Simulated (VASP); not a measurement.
# Si (P6_3/mmc) in VASP: notebook

Si is run at these levels: PBE; tasks: single point.

Program: VASP 6.6.1. These are calculated values, not measurements. Logs are shortened: lines on timing, memory, paths and dates and some standing lists are left out, and cuts for length are marked.

### Step 1. The cell of the first run

The structure is hexagonal, space group P6_3/mmc (No. 194). Conventional cell: a = 4.034 Å, b = 4.034 Å, c = 5.800 Å, α = 90.00°, β = 90.00°, γ = 120.00°. Within 2.9 Å of Si (site symmetry 3m) lie 4 Si at 2.17 to 2.44 Å.

This isn't the form of Si at room conditions, which is diamond.

### Step 2. Single point, PBE

Input file INCAR:

```
ALGO     = Normal         # electronic algorithm
EDIFF    = 1E-7           # SCF threshold, eV
ENCUT    = 520            # plane-wave cutoff, eV
GGA      = PE             # functional
ISIF     = 2              # what is computed and relaxed
ISMEAR   = 0              # smearing method
LASPH    = T              # aspherical terms in the spheres
LCHARG   = F              # write CHGCAR
LREAL    = F              # projectors in reciprocal space
LWAVE    = F              # write WAVECAR
NBANDS   = 16             # bands
NELM     = 80             # most SCF steps
PREC     = Accurate       # precision mode
SIGMA    = 0.05           # smearing width, eV
```

Input file KPOINTS:

```
k-points
0
Gamma
  12 12 6
```

Input file POSCAR:

```
Si
1.0
    4.0341116679      0.0000000000      0.0000000000
   -2.0170558339      3.4936431861      0.0000000000
    0.0000000000      0.0000000000      5.8002457560
Si
4
Direct
    0.3333333333      0.6666666667      0.0629320729
    0.6666666667      0.3333333333      0.5629320729
    0.3333333333      0.6666666667      0.4370679271
    0.6666666667      0.3333333333      0.9370679271
```

Potentials or basis: VASP PAW PBE potentials, release 64 (Si).

On the command line:

```
$ cat potpaw_PBE.64/Si/POTCAR > POTCAR
$ mpirun -np 1 vasp_std > vasp.out
```

OUTCAR:

```text
EDIFF = 1E-7
   ENCUT = 520
   GGA = PE
   ISIF = 2
   ISMEAR = 0
   LASPH = T
   LREAL = F
   NELM = 80
   PREC = Accurate

 ion  position               nearest neighbor table
   1  0.333  0.667  0.063-   3 2.17   4 2.44   4 2.44   4 2.44
   2  0.667  0.333  0.563-   4 2.17   3 2.44   3 2.44   3 2.44
   3  0.333  0.667  0.437-   1 2.17   2 2.44   2 2.44   2 2.44
   4  0.667  0.333  0.937-   2 2.17   1 2.44   1 2.44   1 2.44

  LATTYP: Found a hexagonal cell.
 ALAT       =     4.0341116679
 C/A-ratio  =     1.4378000000

  Lattice vectors:

 A1 = (   4.0341116679,   0.0000000000,   0.0000000000)
 A2 = (  -2.0170558339,   3.4936431861,   0.0000000000)
 A3 = (   0.0000000000,   0.0000000000,   5.8002457560)

Analysis of symmetry for initial positions (statically):
=====================================================================
 Subroutine PRICEL returns:
 Original cell was already a primitive cell.

 Routine SETGRP: Setting up the symmetry group for a
 hexagonal supercell.

 Subroutine GETGRP returns: Found 24 space group operations
 (whereof 12 operations were pure point group operations)
 out of a pool of 24 trial point group operations.

The static configuration has the point symmetry D_3d.
 The point group associated with its full space group is D_6h.

Analysis of symmetry for dynamics (positions and initial velocities):
=====================================================================
 Subroutine PRICEL returns:
 Original cell was already a primitive cell.

 Routine SETGRP: Setting up the symmetry group for a
 hexagonal supercell.

 Subroutine GETGRP returns: Found 24 space group operations
 (whereof 12 operations were pure point group operations)
 out of a pool of 24 trial point group operations.

The dynamic configuration has the point symmetry D_3d.
 The point group associated with its full space group is D_6h.

 Subroutine INISYM returns: Found 24 space group operations
 (whereof 12 operations are pure point group operations),
 and found     1 'primitive' translations

----------------------------------------------------------------------------------------

                                     Primitive cell

  volume of cell :      81.7472

  direct lattice vectors                    reciprocal lattice vectors
[... 86 lines left out ...]
   LNONCOLLINEAR =      F non collinear calculations
   LSORBIT =      F    spin-orbit coupling
   LASPH  =      T    aspherical Exc in radial PAW
   ENCUT  =  520.0 eV  38.22 Ry    6.18 a.u.   7.50  7.50 10.78*2*pi/ulx,y,z
   NELM   =     80;   NELMIN=  2; NELMDL= -5     # of ELM steps
   EDIFF  = 0.1E-06   stopping-criterion for ELM
   LREAL  =      F    real-space projection
   EDIFFG = 0.1E-05   stopping-criterion for IOM
   NSW    =      0    number of steps for IOM
   IBRION =     -1    ionic relax: 0-MD 1-quasi-New 2-CG
   NFREE  =      0    steps in history (QN), initial steepest desc. (CG)
   ISIF   =      2    stress and relaxation
   ISYM   =      2    0-nonsym 1-usesym 2-fastsym
   POTIM  = 0.5000    time-step for ionic-motion
   TEBEG  =    0.0;   TEEND  =   0.0 temperature during run
   PSTRESS=    0.0 pullay stress
   NELECT =      16.0000    total number of electrons
   NUPDOWN=      -1.0000    fix difference up-down
   EMIN   =  10.00;   EMAX   =-10.00  energy-range for DOS
   EFERMI =   0.00;   METHOD = LEGACY
   ISMEAR =     0;   SIGMA  =   0.05  broadening in eV -4-tet -1-fermi 0-gaus
   EFERMI_NEDOS =   21; number of points for ismear=-14 and -15
   IALGO  =     38    algorithm
   IMIX   =      4    mixing-type and parameters
     AMIX     =   0.40;   BMIX     =  1.00
     AMIX_MAG =   1.60;   BMIX_MAG =  1.00
  volume/ion in A,a.u.               =      20.44       137.91
  Fermi-wavevector in a.u.,A,eV,Ry     =   0.950511  1.796206 12.292475  0.903471
  Thomas-Fermi vector in A             =   2.078895
   LORBIT       =      0    0 simple, 1 ext, 2 COOP (PROOUT), +10 PAW based schemes
   GGA     = PE    functional components
   LHFCALC =     F    Hartree Fock is set to
   AEXX    =    0.0000 exact exchange contribution
   IVDW    =     0    specifies the selected vdW correction
   LEPSILON=     F    determine dielectric tensor
   LRPA    =     F    only Hartree local field effects (RPA)
 non-spin polarized calculation
 Gauss-broadening in eV      SIGMA  =   0.05
  energy-cutoff  :      520.00
  volume of cell :       81.75
 maximum number of plane-waves:      2228
 NGX is ok and might be reduce to    30
   NGX = 15   NGY = 15   NGZ = 21

 number of electron      16.0000000 magnetization

 Free energy of the ion-electron system (eV)
  ---------------------------------------------------
  ext. energy  EPLUGINS =         0.00000000
  ---------------------------------------------------
  free energy    TOTEN  =       -20.85144168 eV

  energy without entropy =      -20.85121593  energy(sigma->0) =      -20.85132880

 E-fermi :   5.7840     XC(G=0):  -9.3065

 val. band max:        5.7208931403   @ k =   0.5000   0.0000   0.0000
 cond. band min:       5.7995250681   @ k =   0.4167  -0.0000   0.0000
 fundamental gap:      0.0786319278
 Fermi energy:         5.7839761074

 k-point     1 :       0.0000    0.0000    0.0000
  band No.  band energies     occupation
      1      -6.2826      2.00000
      2      -2.9704      2.00000
      3      -1.5497      2.00000
      4       3.6582      2.00000
      5       3.6582      2.00000
      6       5.4063      2.00000
[... 433 lines left out ...]
      3      -1.3273      2.00000
      4       1.3259      2.00000
      5       1.4873      2.00000
      6       2.6988      2.00000
[... 8 lines left out ...]
     15      12.2190      0.00000
     16      12.7985      0.00000

 [... further k-points ...]
[... 5 lines left out ...]
  --------------------------------------------------------------------------------------
  -------------------------------------------------------------------------------------
  Total       -4.6260538     -4.6260538     13.6703873     -0.0000000      0.0000000      0.0000000
  in kB      -90.6668234    -90.6668234    267.9282714     -0.0000000      0.0000000      0.0000000
  external PRESSURE =      28.8648748 kB  Pullay stress =       0.0000000 kB

 VOLUME and BASIS-vectors are now :
 -----------------------------------------------------------------------------
  energy-cutoff  :      520.00
  volume of cell :       81.75
      direct lattice vectors                 reciprocal lattice vectors
     4.034111668  0.000000000  0.000000000     0.247886048  0.143117077  0.000000000
    -2.017055834  3.493643186  0.000000000     0.000000000  0.286234153  0.000000000
     0.000000000  0.000000000  5.800245756     0.000000000  0.000000000  0.172406488

 POSITION                                       TOTAL-FORCE (eV/Angst)
 -----------------------------------------------------------------------------------
     -0.00000      2.32910      0.36502         0.000000     -0.000000     -2.144922
      2.01706      1.16455      3.26514         0.000000      0.000000     -2.144922
     -0.00000      2.32910      2.53510         0.000000     -0.000000      2.144922
      2.01706      1.16455      5.43522        -0.000000      0.000000      2.144922
 -----------------------------------------------------------------------------------
    total drift:                               -0.000000      0.000000     -0.000000

  FREE ENERGIE OF THE ION-ELECTRON SYSTEM (eV)
  ---------------------------------------------------
  free  energy   TOTEN  =       -20.8514416758 eV

  energy  without entropy=      -20.8512159304  energy(sigma->0) =      -20.85132880
```

stdout:

```text
POSCAR found type information on POSCAR Si
 POSCAR found :  1 types and       4 ions
 scaLAPACK will be used
 LDA part: xc-table for (Slater+PW92), standard interpolation
 POSCAR, INCAR and KPOINTS ok, starting setup
 FFT: planning ... GRIDC
 FFT: planning ... GRID_SOFT
 FFT: planning ... GRID
 WAVECAR not read
 entering main loop
```

It took 2.1 min on 1 thread of Intel Xeon 8259CL, shared host; peak memory 0.23 GiB.

What came out:

```
Free energy            : -20.8514 eV
Pressure               : 2.9 GPa
Largest force          : 2.145 eV/Å
Band gap on the k mesh : zero (bands 8 and 9 overlap by 0.35 eV)
```

Forces in eV/Å, atoms in the order of the input:
```
Si   0.000  0.000 -2.145
Si   0.000  0.000 -2.145
Si   0.000  0.000  2.145
Si   0.000  0.000  2.145
```

Stress tensor (GPa, compression positive):
```
-9.07  0.00  0.00
 0.00 -9.07  0.00
 0.00  0.00 26.79
```

Caveat: semilocal functionals underestimate gaps, so a narrow gap can read as zero; forces of over 1 eV/Å act on the atoms, so gaps and moduli don't describe the material at rest.

[end of part 1 of 2]
